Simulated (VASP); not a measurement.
Input of a VASP 6.6.1 run:

The input INCAR:

```
SYSTEM = SiGe
  ALGO = Normal
  EDIFF = 1E-7
  ENCUT = 520
  ISIF = 2
  ISMEAR = 0
  LASPH = .True.
  LCHARG = .True.
  LELF = .True.
  LREAL = .False.
  LVHAR = .True.
  LWAVE = .False.
  NBANDS = 26
  NELM = 80
  PREC = Accurate
  SIGMA = 0.01
```

Contents of KPOINTS:

```
k-points
0
Gamma
  4 4 2
  0 0 0
```

The input POSCAR:

```
SiGe
1.0
    3.9252813494      0.0000000000      0.0000000000
    0.0000000000      3.9305886230      0.0000000000
    0.0000000000      0.0000000000      5.5368564565
Si Ge
2 2
Direct
    0.7500000000      0.0000000000      0.8799877307
    0.2500000000      0.0000000000      0.1200122693
    0.2500000000      0.5000000000      0.3693836834
    0.7500000000      0.5000000000      0.6306163166
```

Potentials or basis: VASP PAW LDA potentials, release 64 (Si, Ge_d).

Command:

```bash
$ cat potpaw_LDA.64/Si/POTCAR potpaw_LDA.64/Ge_d/POTCAR > POTCAR
$ mpirun -np 1 vasp_std > vasp.out
```

**Question.** Predict the band gap on the k mesh.

**Answer.** 0.24 eV, indirect (least direct gap 0.48 eV).

**Question.** Estimate the pressure.

**Answer.** -2.0 GPa.

**Question.** Estimate the largest force.

**Answer.** 0.034 eV/Å.

Stress tensor (GPa, compression positive):
```
-1.41  0.00  0.00
 0.00 -1.33  0.00
 0.00  0.00 -3.16
```

Caveat: the k points lie up to 0.57 Å⁻¹ apart. A k mesh can miss the band edges.
